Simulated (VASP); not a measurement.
## CoSi2: single point with PBEsol

The system is CoSi2.

```
Co Si
1.0
     0.00000    2.67800    2.67800
     2.67800    0.00000    2.67800
     2.67800    2.67800    0.00000
Co Si
1 2
Direct
  0.00000 0.00000 0.00000
  0.75000 0.75000 0.75000
  0.25000 0.25000 0.25000
```

```
Program             : VASP 6.6.1
Task                : single point
Functional          : PBEsol
Potentials or basis : VASP PAW PBE potentials, release 64 (Co, Si)
Cutoff              : 520 eV
k mesh              : 7 × 7 × 7
Occupations         : fermi-dirac, width 0.05 eV
Spin                : collinear spin, ferromagnetic start
Starting moments    : [0.5, 0.0, 0.0] μB
Fixed moment        : 0.5 μB
```

* Pressure: -3.6 GPa
* Net moment: 0.50 μB per cell
* Site moments: Co +0.31; Si +0.04 μB
* Valence electrons inside the program's atomic spheres: Co 8.86; Si 1.59

Run time: 42 s on 1 thread of Intel(R) Xeon(R) Platinum 8259CL CPU @ 2.50GHz (Skylake/Cascade Lake), on a shared host, peak memory 0.18 GiB.

Caveat: the PAW data sets were made with another functional, which shifts forces and pressure a little; the total moment is fixed, so each spin has its own Fermi level.
